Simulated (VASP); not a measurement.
# GeSb4Te4 (P-3m1) in VASP: a series of runs

GeSb4Te4 is run at these levels: PBE; tasks: single point.

Everything below comes from runs of VASP 6.6.1. Logs are shortened: lines on timing, memory, paths and dates and some standing lists are left out, and cuts for length are marked.

### Step 1. The cell of the first run

The structure is trigonal, space group P-3m1 (No. 164). Conventional cell: a = 4.676 Å, b = 4.676 Å, c = 17.649 Å, α = 90.00°, β = 90.00°, γ = 120.00°. Ge (site symmetry -3m) has 6 Te at 3.18 Å within 4.2 Å. Within 4.1 Å of Sb (site symmetry 3m) lie 3 Sb at 3.12 Å and 3 Te at 3.78 Å. Sb (site symmetry 3m) has 6 Te at 3.20 to 3.36 Å within 4.2 Å. Te (site symmetry 3m) has 3 Ge at 3.18 Å and 3 Sb at 3.36 Å within 4.2 Å. Te (site symmetry 3m) has 6 Sb at 3.20 to 3.78 Å within 4.2 Å.

### Step 2. Single point, PBE (strain +0.080 along x and y, +0.000 along z)

INCAR reads:

```
SYSTEM = GeSb4Te4
ALGO = Normal
EDIFF = 1E-6
ENCUT = 520
GGA = PE
ISIF = 2
ISMEAR = 0
LASPH = .True.
LCHARG = .True.
LELF = .True.
LREAL = .False.
LVHAR = .True.
LWAVE = .False.
NBANDS = 39
NELM = 100
PREC = Accurate
SIGMA = 0.03
```

KPOINTS reads:

```
k-points
0
Gamma
  12 12 2
  0 0 0
```

POSCAR reads:

```
GeSb4Te4
1.0
    4.6763835402      0.0000000000      0.0000000000
   -2.3381917701      4.0498669437      0.0000000000
    0.0000000000      0.0000000000     17.6486084329
Ge Sb Te
1 4 4
Direct
    0.0000000000      0.0000000000      0.0000000000
    0.3333333333      0.6666666667      0.5440991995
    0.6666666667      0.3333333333      0.4559008005
    0.6666666667      0.3333333333      0.7907683463
    0.3333333333      0.6666666667      0.2092316537
    0.3333333333      0.6666666667      0.9045184749
    0.6666666667      0.3333333333      0.0954815251
    0.0000000000      0.0000000000      0.6939667076
    0.0000000000      0.0000000000      0.3060332924
```

Potentials or basis: VASP PAW PBE potentials, release 64 (Ge_d, Sb, Te).

Started as:

```
> cat potpaw_PBE.64/Ge_d/POTCAR potpaw_PBE.64/Sb/POTCAR potpaw_PBE.64/Te/POTCAR > POTCAR
> mpirun -np 1 vasp_std > vasp.out
```

OUTCAR:

```text
SYSTEM = GeSb4Te4
   EDIFF = 1E-6
   ENCUT = 520
   GGA = PE
   ISIF = 2
   ISMEAR = 0
   LASPH = .True.
   LREAL = .False.
   NELM = 100
   PREC = Accurate

 ion  position               nearest neighbor table
   1  0.000  0.000  0.000-   6 3.18   7 3.18   7 3.18   6 3.18   7 3.18   6 3.18
   2  0.333  0.667  0.544-   3 3.12   3 3.12   3 3.12
   3  0.667  0.333  0.456-   2 3.12   2 3.12   2 3.12
   4  0.667  0.333  0.791-   8 3.20   8 3.20   8 3.20   6 3.36   6 3.36   6 3.36
   5  0.333  0.667  0.209-   9 3.20   9 3.20   9 3.20   7 3.36   7 3.36   7 3.36
   6  0.333  0.667  0.905-   1 3.18   1 3.18   1 3.18   4 3.36   4 3.36   4 3.36
   7  0.667  0.333  0.095-   1 3.18   1 3.18   1 3.18   5 3.36   5 3.36   5 3.36
   8  0.000  0.000  0.694-   4 3.20   4 3.20   4 3.20
   9  0.000  0.000  0.306-   5 3.20   5 3.20   5 3.20

  LATTYP: Found a hexagonal cell.
 ALAT       =     4.6763835402
 C/A-ratio  =     3.7739865178

  Lattice vectors:

 A1 = (   4.6763835402,   0.0000000000,   0.0000000000)
 A2 = (  -2.3381917701,   4.0498669437,   0.0000000000)
 A3 = (   0.0000000000,   0.0000000000,  17.6486084329)

Analysis of symmetry for initial positions (statically):
=====================================================================
 Subroutine PRICEL returns:
 Original cell was already a primitive cell.

 Routine SETGRP: Setting up the symmetry group for a
 hexagonal supercell.

 Subroutine GETGRP returns: Found 12 space group operations
 (whereof 12 operations were pure point group operations)
 out of a pool of 24 trial point group operations.

The static configuration has the point symmetry D_3d.

Analysis of symmetry for dynamics (positions and initial velocities):
=====================================================================
 Subroutine PRICEL returns:
 Original cell was already a primitive cell.

 Routine SETGRP: Setting up the symmetry group for a
 hexagonal supercell.

 Subroutine GETGRP returns: Found 12 space group operations
 (whereof 12 operations were pure point group operations)
 out of a pool of 24 trial point group operations.

The dynamic configuration has the point symmetry D_3d.

 Subroutine INISYM returns: Found 12 space group operations
 (whereof 12 operations are pure point group operations),
 and found     1 'primitive' translations

----------------------------------------------------------------------------------------

                                     Primitive cell

  volume of cell :     334.2422

  direct lattice vectors                    reciprocal lattice vectors
     4.676383540  0.000000000  0.000000000     0.213840458  0.123460846  0.000000000
    -2.338191770  4.049866944  0.000000000     0.000000000  0.246921692  0.000000000
     0.000000000  0.000000000 17.648608433     0.000000000  0.000000000  0.056661691

  length of vectors
     4.676383540  4.676383540 17.648608433     0.246921692  0.246921692  0.056661691

  position of ions in fractional coordinates (direct lattice)
     0.000000000  0.000000000  0.000000000
     0.333333333  0.666666667  0.544099200
     0.666666667  0.333333333  0.455900800
     0.666666667  0.333333333  0.790768346
     0.333333333  0.666666667  0.209231654
     0.333333333  0.666666667  0.904518475
     0.666666667  0.333333333  0.095481525
     0.000000000  0.000000000  0.693966708
     0.000000000  0.000000000  0.306033292

  ion indices of the primitive-cell ions
   primitive index   ion index
                 1           1
                 2           2
                 3           3
                 4           4
                 5           5
                 6           6
                 7           7
                 8           8
                 9           9

----------------------------------------------------------------------------------------

 KPOINTS: k-points

Automatic generation of k-mesh.
 Grid dimensions read from file:
 generate k-points for:   12   12    2

 Generating k-lattice:

  Cartesian coordinates                     Fractional coordinates (reciprocal lattice)
     0.017820038  0.010288404  0.000000000     0.083333333  0.000000000  0.000000000
     0.000000000  0.020576808  0.000000000     0.000000000  0.083333333  0.000000000
     0.000000000  0.000000000  0.028330846     0.000000000  0.000000000  0.500000000

  Length of vectors
     0.020576808  0.020576808  0.028330846

  Shift w.r.t. Gamma in fractional coordinates (k-lattice)
     0.000000000  0.000000000  0.000000000

 Subroutine IBZKPT returns following result:
 ===========================================

 Found     38 irreducible k-points:

 Following reciprocal coordinates:
            Coordinates               Weight
  0.000000  0.000000  0.000000      1.000000
  0.083333  0.000000  0.000000      6.000000
  0.166667 -0.000000  0.000000      6.000000
  0.250000  0.000000  0.000000      6.000000
  0.333333  0.000000  0.000000      6.000000
  0.416667  0.000000  0.000000      6.000000
[... 16 lines left out ...]
  0.250000  0.000000  0.500000      6.000000
  0.333333  0.000000  0.500000      6.000000
 [... further k-points ...]
   k-points           NKPTS =     38   k-points in BZ     NKDIM =     38   number of bands    NBANDS=     39
   number of dos      NEDOS =    301   number of ions     NIONS =      9
   total plane-waves  NPLWV = 181440
   dimension x,y,z NGX =    36 NGY =   36 NGZ =  140
   dimension x,y,z NGXF=    72 NGYF=   72 NGZF=  280
   ions per type =               1   4   4
   NGX,Y,Z   is equivalent  to a cutoff of  12.80, 12.80, 13.19 a.u.
   NGXF,Y,Z  is equivalent  to a cutoff of  25.60, 25.60, 26.38 a.u.
 SYSTEM =  GeSb4Te4
   PREC   = accura    normal or accurate (medium, high low for compatibility)
   ISTART =      0    job   : 0-new  1-cont  2-samecut
   ICHARG =      2    charge: 1-file 2-atom 10-const
   ISPIN  =      1    spin polarized calculation?
   LNONCOLLINEAR =      F non collinear calculations
   LSORBIT =      F    spin-orbit coupling
   LASPH  =      T    aspherical Exc in radial PAW
   ENCUT  =  520.0 eV  38.22 Ry    6.18 a.u.   8.69  8.69 32.81*2*pi/ulx,y,z
   NELM   =    100;   NELMIN=  2; NELMDL= -5     # of ELM steps
   EDIFF  = 0.1E-05   stopping-criterion for ELM
   LREAL  =      F    real-space projection
   EDIFFG = 0.1E-04   stopping-criterion for IOM
   NSW    =      0    number of steps for IOM
   IBRION =     -1    ionic relax: 0-MD 1-quasi-New 2-CG
   NFREE  =      0    steps in history (QN), initial steepest desc. (CG)
   ISIF   =      2    stress and relaxation
   ISYM   =      2    0-nonsym 1-usesym 2-fastsym
   POTIM  = 0.5000    time-step for ionic-motion
   TEBEG  =    0.0;   TEEND  =   0.0 temperature during run
   PSTRESS=    0.0 pullay stress
   NELECT =      58.0000    total number of electrons
   NUPDOWN=      -1.0000    fix difference up-down
   EMIN   =  10.00;   EMAX   =-10.00  energy-range for DOS
   EFERMI =   0.00;   METHOD = LEGACY
   ISMEAR =     0;   SIGMA  =   0.03  broadening in eV -4-tet -1-fermi 0-gaus
   EFERMI_NEDOS =   21; number of points for ismear=-14 and -15
   IALGO  =     38    algorithm
   IMIX   =      4    mixing-type and parameters
     AMIX     =   0.40;   BMIX     =  1.00
     AMIX_MAG =   1.60;   BMIX_MAG =  1.00
  volume/ion in A,a.u.               =      37.14       250.62
  Fermi-wavevector in a.u.,A,eV,Ry     =   0.913125  1.725557 11.344508  0.833798
  Thomas-Fermi vector in A             =   2.037601
   LORBIT       =      0    0 simple, 1 ext, 2 COOP (PROOUT), +10 PAW based schemes
   GGA     = PE    functional components
   LHFCALC =     F    Hartree Fock is set to
   AEXX    =    0.0000 exact exchange contribution
   IVDW    =     0    specifies the selected vdW correction
   LEPSILON=     F    determine dielectric tensor
   LRPA    =     F    only Hartree local field effects (RPA)
 non-spin polarized calculation
 Gauss-broadening in eV      SIGMA  =   0.03
  energy-cutoff  :      520.00
  volume of cell :      334.24
 maximum number of plane-waves:      9032
 NGX is ok and might be reduce to    36
   NGX = 17   NGY = 17   NGZ = 65

 number of electron      57.9999982 magnetization

 Free energy of the ion-electron system (eV)
  ---------------------------------------------------
  ext. energy  EPLUGINS =         0.00000000
  ---------------------------------------------------
  free energy    TOTEN  =       -33.35659668 eV

  energy without entropy =      -33.35657704  energy(sigma->0) =      -33.35658686

 E-fermi :   4.3890     XC(G=0):  -8.6136

 val. band max:        4.3322262294   @ k =   0.1667  -0.0000   0.0000
 cond. band min:       4.4458459760   @ k =   0.0833   0.0000   0.5000
 fundamental gap:      0.1136197466
 Fermi energy:         4.3890222130

 k-point     1 :       0.0000    0.0000    0.0000
  band No.  band energies     occupation
      1     -20.6356      2.00000
      2     -20.6348      2.00000
      3     -20.6348      2.00000
      4     -20.6314      2.00000
      5     -20.6314      2.00000
      6      -7.5614      2.00000
[... 31 lines left out ...]
     38       5.9717      0.00000
     39       6.2479      0.00000

 k-point     2 :       0.0833    0.0000    0.0000
  band No.  band energies     occupation
      1     -20.6356      2.00000
      2     -20.6348      2.00000
      3     -20.6348      2.00000
      4     -20.6314      2.00000
      5     -20.6313      2.00000
      6      -7.5154      2.00000
[... 913 lines left out ...]
     38       6.8363      0.00000
     39       7.1586      0.00000

 k-point    24 :       0.3333    0.0000    0.5000
  band No.  band energies     occupation
      1     -20.6354      2.00000
      2     -20.6352      2.00000
      3     -20.6349      2.00000
      4     -20.6314      2.00000
      5     -20.6308      2.00000
      6      -6.8777      2.00000
[... 31 lines left out ...]
     38       7.1739      0.00000
     39       7.4930      0.00000

 [... further k-points ...]

------------------------ aborting loop because EDIFF is reached ----------------------------------------

  FORCE on cell =-STRESS in cart. coord.  units (eV):
  Direction    XX          YY          ZZ          XY          YZ          ZX
  --------------------------------------------------------------------------------------
  -------------------------------------------------------------------------------------
  Total      -12.7666098    -12.7666098     -7.7814139      0.0000000      0.0000000      0.0000000
  in kB      -61.1962516    -61.1962516    -37.2999071      0.0000000      0.0000000      0.0000000
  external PRESSURE =     -53.2308035 kB  Pullay stress =       0.0000000 kB

 VOLUME and BASIS-vectors are now :
 -----------------------------------------------------------------------------
  energy-cutoff  :      520.00
  volume of cell :      334.24
      direct lattice vectors                 reciprocal lattice vectors
     4.676383540  0.000000000  0.000000000     0.213840458  0.123460846  0.000000000
    -2.338191770  4.049866944  0.000000000     0.000000000  0.246921692  0.000000000
     0.000000000  0.000000000 17.648608433     0.000000000  0.000000000  0.056661691

 POSITION                                       TOTAL-FORCE (eV/Angst)
 -----------------------------------------------------------------------------------
      0.00000      0.00000      0.00000         0.000000     -0.000000     -0.000000
     -0.00000      2.69991      9.60259         0.000000      0.000000     -0.499854
      2.33819      1.34996      8.04601        -0.000000     -0.000000      0.499854
      2.33819      1.34996     13.95596         0.000000      0.000000     -0.272344
     -0.00000      2.69991      3.69265         0.000000     -0.000000      0.272344
     -0.00000      2.69991     15.96349        -0.000000     -0.000000     -0.061379
      2.33819      1.34996      1.68512         0.000000      0.000000      0.061379
      0.00000      0.00000     12.24755        -0.000000      0.000000      0.526947
      0.00000      0.00000      5.40106         0.000000      0.000000     -0.526947
 -----------------------------------------------------------------------------------
    total drift:                               -0.000000     -0.000000      0.000000

  FREE ENERGIE OF THE ION-ELECTRON SYSTEM (eV)
  ---------------------------------------------------
  free  energy   TOTEN  =       -33.3565966772 eV

  energy  without entropy=      -33.3565770382  energy(sigma->0) =      -33.35658686
```

Wall time 14 min (1 thread of AMD EPYC 7R13 (Zen 3), shared host); peak memory 0.69 GiB.

Results:

- Free energy: -33.3566 eV
- Pressure: -5.3 GPa
- Largest force: 0.527 eV/Å
- Band gap on the k mesh: 0.11 eV, indirect (least direct gap 0.15 eV)

Forces on the atoms (eV/Å):
```
Ge   0.000  0.000  0.000
Sb   0.000  0.000 -0.500
Sb   0.000  0.000  0.500
Sb   0.000  0.000 -0.272
Sb   0.000  0.000  0.272
Te   0.000  0.000 -0.061
Te   0.000  0.000  0.061
Te   0.000  0.000  0.527
Te   0.000  0.000 -0.527
```

Caveat: the cell differs from its parent crystal (strain +0.080 along x and y, +0.000 along z); spin-orbit coupling is left out, which moves the levels of the heavy elements.

### Step 3. Single point, PBE (strain -0.080 along x and y, -0.080 along z)

INCAR reads:

```
PREC = Accurate
ENCUT = 520
EDIFF = 1E-6
ISMEAR = 0
SIGMA = 0.03
LREAL = False
LASPH = True
NELM = 60
ALGO = Normal
ISIF = 2
LWAVE = False
LCHARG = True
GGA = PE
LELF = True
LVHAR = True
NBANDS = 39
```

KPOINTS reads:

```
regular mesh
0
Gamma
  12 12 2
```

POSCAR, as its differences from that of step 2:

```diff
@@ -2,5 +2,5 @@
 1.0
-    4.6763835402      0.0000000000      0.0000000000
-   -2.3381917701      4.0498669437      0.0000000000
-    0.0000000000      0.0000000000     17.6486084329
+    3.9835859787      0.0000000000      0.0000000000
+   -1.9917929893      3.4498866557      0.0000000000
+    0.0000000000      0.0000000000     16.2367197583
 Ge Sb Te
```

Potentials or basis: VASP PAW PBE potentials, release 64 (Ge_d, Sb, Te).

Started as:

```
> cat potpaw_PBE.64/Ge_d/POTCAR potpaw_PBE.64/Sb/POTCAR potpaw_PBE.64/Te/POTCAR > POTCAR
> mpirun -np 1 vasp_std > vasp.out
```

Wall time 13 min (1 thread of AMD EPYC 7R13, shared host); peak memory 0.49 GiB.

Results (log left out):

- Free energy: -31.0662 eV
- Pressure: 21.1 GPa
- Largest force: 2.219 eV/Å
- Band gap on the k mesh: zero (band 29 reaches 9.78 eV, above the bottom of band 30 at 9.53 eV)

Forces in eV/Å, atoms in the order of the input:
```
Ge   0.000  0.000  0.000
Sb   0.000  0.000  2.219
Sb   0.000  0.000 -2.219
Sb   0.000  0.000  0.969
Sb   0.000  0.000 -0.969
Te   0.000  0.000  0.170
Te   0.000  0.000 -0.170
Te   0.000  0.000 -2.163
Te   0.000  0.000  2.163
```

Stress tensor (GPa, compression positive):
```
21.28  0.00  0.00
 0.00 21.28  0.00
 0.00  0.00 20.73
```

Levels at points of the mesh, in eV from the Fermi level:
```tsv
k point	band 25	band 26	band 27	band 28	band 29	band 30	band 31	band 32	band 33	band 34
(0.00, 0.00, 0.00)	-1.61	-1.61	-0.89	-0.71	-0.19	-0.19	0.10	0.78	0.78	0.88
(0.50, 0.00, 0.00)	-3.09	-2.50	-2.31	-1.46	-1.01	0.02	0.64	0.74	0.93	1.24
(0.00, 0.00, 0.50)	-1.65	-1.49	-1.35	-0.60	-0.05	-0.05	0.06	0.50	0.50	0.93
(0.50, 0.00, 0.50)	-3.21	-2.73	-2.33	-2.08	-0.47	0.04	0.32	0.84	1.12	1.46
```

Caveat: the cell differs from its parent crystal (strain -0.080 along x and y, -0.080 along z); spin-orbit coupling is left out, which moves the levels of the heavy elements; forces of over 1 eV/Å act on the atoms, so gaps and moduli don't describe the material at rest.

(Continued in part 2 of 2.)
